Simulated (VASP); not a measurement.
A run of VASP 6.6.1:

INCAR

```
SYSTEM = CO
PREC     = Accurate       ! precision mode
ENCUT    = 520            ! plane-wave cutoff, eV
EDIFF    = 1E-6           ! SCF threshold, eV
ISMEAR   = -5             ! smearing method
SIGMA    = 0.1            ! smearing width, eV
LREAL    = .FALSE.        ! projectors in reciprocal space
LASPH    = .TRUE.         ! aspherical terms in the spheres
NELM     = 100            ! most SCF steps
ALGO     = Normal         ! electronic algorithm
ISIF     = 2              ! what is computed and relaxed
LWAVE    = .FALSE.        ! write WAVECAR
LCHARG   = .FALSE.        ! write CHGCAR
GGA      = PE             ! functional
NBANDS   = 30             ! bands
```

KPOINTS

```
Automatic mesh
0
Gamma
  3 3 3
  0.5 0.5 0.5
```

POSCAR

```
CO
1.0
    5.6300000000      0.0000000000      0.0000000000
    0.0000000000      5.6300000000      0.0000000000
    0.0000000000      0.0000000000      5.6300000000
C O
4 4
Direct
    0.9580000000      0.9580000000      0.9580000000
    0.5420000000      0.0420000000      0.4580000000
    0.4580000000      0.5420000000      0.0420000000
    0.0420000000      0.4580000000      0.5420000000
    0.0670000000      0.0670000000      0.0670000000
    0.4330000000      0.9330000000      0.5670000000
    0.5670000000      0.4330000000      0.9330000000
    0.9330000000      0.5670000000      0.4330000000
```

Potentials or basis: VASP PAW PBE potentials, release 64 (C, O).

Command:

```bash
$ cat potpaw_PBE.64/C/POTCAR potpaw_PBE.64/O/POTCAR > POTCAR
$ mpirun -np 1 vasp_std > vasp.out
```

Hardware: 1 thread of Intel(R) Xeon(R) 6975P-C (Granite Rapids), on a shared host.

Problem. How long does it take, and how much memory?

Solution. It took 14 s on 1 thread of Intel(R) Xeon(R) 6975P-C (Granite Rapids), with other jobs on the host, peak memory 0.24 GiB. Counts: scf iterations 13, k points 4.
